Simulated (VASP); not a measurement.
Wanted: the native input for a VASP 6.6.1 run.

```yaml
Task: single point
Functional: HSE06
Potentials_or_basis: VASP PAW PBE potentials, release 64 (Mg, H)
Cutoff: 520 eV
k_mesh: 4 × 4 × 6
Occupations: gaussian, width 0.01 eV
Spin: no spin polarisation
Dipole_correction: no
Grid_for_exact_exchange_PRECFOCK: Fast
Further_INCAR_settings: ALGO = Normal; EDIFF = 1e-06; NBANDS = 13
Share_of_exact_exchange: 0.25
Screening_parameter: 0.2079 1/Å
```

MgH2:

```
Mg H
1.0
     4.48488    0.00000    0.00000
     0.00000    4.48488    0.00000
     0.00000    0.00000    2.99648
Mg H
2 4
Direct
  0.00000 0.00000 0.00000
  0.50000 0.50000 0.50000
  0.30468 0.30468 0.00000
  0.19532 0.80468 0.50000
  0.80468 0.19532 0.50000
  0.69532 0.69532 0.00000
```

One way to write it, as run:

POSCAR

```
MgH2
1.0
    4.4848772627      0.0000000000      0.0000000000
    0.0000000000      4.4848772627      0.0000000000
    0.0000000000      0.0000000000      2.9964754819
Mg H
2 4
Direct
    0.0000000000      0.0000000000      0.0000000000
    0.5000000000      0.5000000000      0.5000000000
    0.3046815063      0.3046815063      0.0000000000
    0.1953184937      0.8046815063      0.5000000000
    0.8046815063      0.1953184937      0.5000000000
    0.6953184937      0.6953184937      0.0000000000
```

INCAR.step1

```
SYSTEM = MgH2
PREC     = Accurate       ! precision mode
ENCUT    = 520            ! plane-wave cutoff, eV
EDIFF    = 1E-5           ! SCF threshold, eV
ISMEAR   = 0              ! smearing method
SIGMA    = 0.01           ! smearing width, eV
LREAL    = .FALSE.        ! projectors in reciprocal space
LASPH    = .TRUE.         ! aspherical terms in the spheres
NELM     = 100            ! most SCF steps
ALGO     = Normal         ! electronic algorithm
ISIF     = 2              ! what is computed and relaxed
LWAVE    = .TRUE.         ! write WAVECAR
LCHARG   = .FALSE.        ! write CHGCAR
NBANDS   = 13             ! bands
GGA      = PE             ! functional
```

INCAR.step2

```
SYSTEM = MgH2
PREC     = Accurate       ! precision mode
ENCUT    = 520            ! plane-wave cutoff, eV
EDIFF    = 1E-6           ! SCF threshold, eV
ISMEAR   = 0              ! smearing method
SIGMA    = 0.01           ! smearing width, eV
LREAL    = .FALSE.        ! projectors in reciprocal space
LASPH    = .TRUE.         ! aspherical terms in the spheres
NELM     = 100            ! most SCF steps
ALGO     = Normal         ! electronic algorithm
ISIF     = 2              ! what is computed and relaxed
LWAVE    = .FALSE.        ! write WAVECAR
LCHARG   = .FALSE.        ! write CHGCAR
GGA      = PE             ! functional
LHFCALC  = .TRUE.         ! exact exchange
HFSCREEN = 0.2079         ! screening, 1/A
PRECFOCK = Fast         
NBANDS   = 13             ! bands
ISTART   = 1
```

KPOINTS

```
regular mesh
0
G
  4 4 6
  0 0 0
```

Potentials or basis: VASP PAW PBE potentials, release 64 (Mg, H).

Launch:

```sh
$ cat potpaw_PBE.64/Mg/POTCAR potpaw_PBE.64/H/POTCAR > POTCAR
$ cp INCAR.step1 INCAR
$ mpirun -np 1 vasp_std > vasp.out
$ cp INCAR.step2 INCAR
$ mpirun -np 1 vasp_std > vasp.out
```

Results of the run:

| Property | Result |
| --- | --- |
| Pressure | -0.2 GPa |
| Largest force | 0.008 eV/Å |
| Band gap on the k mesh | 5.04 eV (least direct gap 5.87 eV) |

Caveat: the structure was generated, so it needn't be the stable form of MgH2; the PAW data sets were made with another functional, which shifts forces and pressure a little.

It took 3.5 min on 1 thread of Intel(R) Xeon(R) Platinum 8488C (Sapphire Rapids), on a shared host, peak memory 0.28 GiB.
